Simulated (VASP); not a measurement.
Input of a VASP 6.6.1 run:

Contents of INCAR:

```
SYSTEM = Pt3F2
PREC = Accurate
ENCUT = 700
EDIFF = 1E-6
ISMEAR = 0
SIGMA = 0.1
LREAL = .False.
LASPH = .True.
NELM = 120
ALGO = Normal
ISIF = 2
LWAVE = .False.
LCHARG = .False.
GGA = PE
NBANDS = 42
GGA_COMPAT = .False.
```

File KPOINTS:

```
Automatic mesh
0
Gamma
  12 12 12
  0 0 0
```

The input POSCAR:

```
Pt3F2
1.0
    3.5392849328      2.0434071087      1.8227615136
   -3.5392849328      2.0434071087      1.8227615136
    0.0000000000     -4.0868142174      1.8227615136
Pt F
3 2
Direct
    0.0000000000      0.5000000000      0.0000000000
    0.5000000000      0.0000000000      0.0000000000
    0.0000000000      0.0000000000      0.5000000000
    0.7243540490      0.7243540490      0.7243540490
    0.2756459510      0.2756459510      0.2756459510
```

Potentials or basis: VASP PAW PBE potentials, release 64 (Pt_sv_GW, F).

Command:

```bash
$ cat potpaw_PBE.64/Pt_sv_GW/POTCAR potpaw_PBE.64/F/POTCAR > POTCAR
$ mpirun -np 1 vasp_std > vasp.out
```

(1) Estimate the band gap on the k mesh.

(2) Estimate the largest force.

(3) Predict the pressure.

## Answers

(1) zero (bands 34 and 35 overlap by 2.37 eV).

(2) 0.007 eV/Å.

(3) -0.2 GPa.

Caveat: the cell differs from its parent crystal (atoms taken out); spin-orbit coupling is left out, which moves the levels of the heavy elements.
